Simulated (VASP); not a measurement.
Wanted: the native input for a VASP 6.6.1 run.

| Property | Result |
| --- | --- |
| Task | relaxation of cell and atoms |
| Functional | PBE |
| Potentials or basis | VASP PAW PBE potentials, release 64 (C, O) |
| Cutoff | 600 eV |
| k mesh | 12 × 12 × 6 |
| Occupations | gaussian, width 0.1 eV |
| Spin | no spin polarisation |
| Dipole correction | no |
| Further INCAR settings | ALGO = Normal; EDIFF = 1e-06; IBRION = 2; EDIFFG = -0.01; NSW = 100; ISIF = 3 |

The structure of CO2 lies in POSCAR:

```
CO2
1.0
    3.1918684851      0.0000000000      0.0000000000
    0.0000000000      3.1918684851      0.0000000000
    0.0000000000      0.0000000000      6.5859921975
C O
2 4
Direct
    0.0000000000      0.5000000000      0.8702366240
    0.5000000000      0.0000000000      0.1297633760
    0.0000000000      0.0000000000      0.0000000000
    0.5000000000      0.5000000000      0.0000000000
    0.0000000000      0.5000000000      0.6936750633
    0.5000000000      0.0000000000      0.3063249367
```

These files were run (other wordings do the same):

INCAR

```
PREC = Accurate ; ENCUT = 600
EDIFF = 1E-6 ; ISMEAR = 0
SIGMA = 0.1 ; LREAL = F
LASPH = T ; NELM = 80
ALGO = Normal ; ISIF = 3
LWAVE = F ; LCHARG = F
GGA = PE ; IBRION = 2
NSW = 100 ; EDIFFG = -0.01
```

KPOINTS

```
Automatic mesh
0
Gamma
  12 12 6
```

Potentials or basis: VASP PAW PBE potentials, release 64 (C, O).

Run with:

```sh
$ cat potpaw_PBE.64/C/POTCAR potpaw_PBE.64/O/POTCAR > POTCAR
$ mpirun -np 1 vasp_std > vasp.out
```

Results of the run:

```
Relaxed volume                        : 11.20 Å³/atom
Relaxed cell                          : a = 3.191 Å, b = 3.191 Å, c = 6.600 Å, α = 90.00°, β = 90.00°, γ = 90.00°
Space group after relaxing (to 0.1 Å) : P4/nmm (No. 129)
Energy gained by relaxing             : 1.0 meV/atom
Ionic steps                           : 6
Pressure after relaxing               : -0.1 GPa
Largest force after relaxing          : 0.009 eV/Å
Band gap on the k mesh                : zero (bands 16 and 17 overlap by 0.20 eV)
```

Wall time 12 min on 1 thread of AMD EPYC 7R13, on a shared host, peak memory 0.27 GiB.
